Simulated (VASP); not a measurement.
Write the native input for VASP 6.6.1 that does the following.

- Task: single point
- Functional: PBEsol
- Potentials or basis: VASP PAW PBE potentials, release 64 (Na_pv, Cl)
- Cutoff: 520 eV
- k mesh: 8 × 8 × 8
- Occupations: gaussian, width 0.02 eV
- Spin: no spin polarisation
- Dipole correction: no
- Further INCAR settings: ALGO = Normal; EDIFF = 1e-06; NBANDS = 14

The structure of NaCl lies in POSCAR:

```
NaCl
1.0
    0.0000000000      2.8317500000      2.8317500000
    2.8317500000      0.0000000000      2.8317500000
    2.8317500000      2.8317500000      0.0000000000
Na Cl
1 1
Direct
    0.0000000000      0.0000000000      0.0000000000
    0.5079456167      0.4920543833      0.5079456167
```

This cell differs from its parent crystal: one atom moved.

These files were run (other wordings do the same):

INCAR

```
PREC     = Accurate       # precision mode
ENCUT    = 520            # plane-wave cutoff, eV
EDIFF    = 1E-6           # SCF threshold, eV
ISMEAR   = 0              # smearing method
SIGMA    = 0.02           # smearing width, eV
LREAL    = F              # projectors in reciprocal space
LASPH    = T              # aspherical terms in the spheres
NELM     = 100            # most SCF steps
ALGO     = Normal         # electronic algorithm
ISIF     = 2              # what is computed and relaxed
LWAVE    = F              # write WAVECAR
LCHARG   = F              # write CHGCAR
GGA      = PS             # functional
NBANDS   = 14             # bands
```

KPOINTS

```
regular mesh
0
Gamma
  8 8 8
```

Potentials or basis: VASP PAW PBE potentials, release 64 (Na_pv, Cl).

Run with:

```console
$ cat potpaw_PBE.64/Na_pv/POTCAR potpaw_PBE.64/Cl/POTCAR > POTCAR
$ mpirun -np 1 vasp_std > vasp.out
```

It gave:

```yaml
Pressure: -0.7 GPa
Largest_force: 0.055 eV/Å
Band_gap_on_the_k_mesh: 4.89 eV, direct
```

Caveat: the cell differs from its parent crystal (one atom moved); the PAW data sets were made with another functional, which shifts forces and pressure a little.

It took 15 s on 1 thread of Intel(R) Xeon(R) 6975P-C (Granite Rapids) (shared host), peak memory 0.18 GiB.
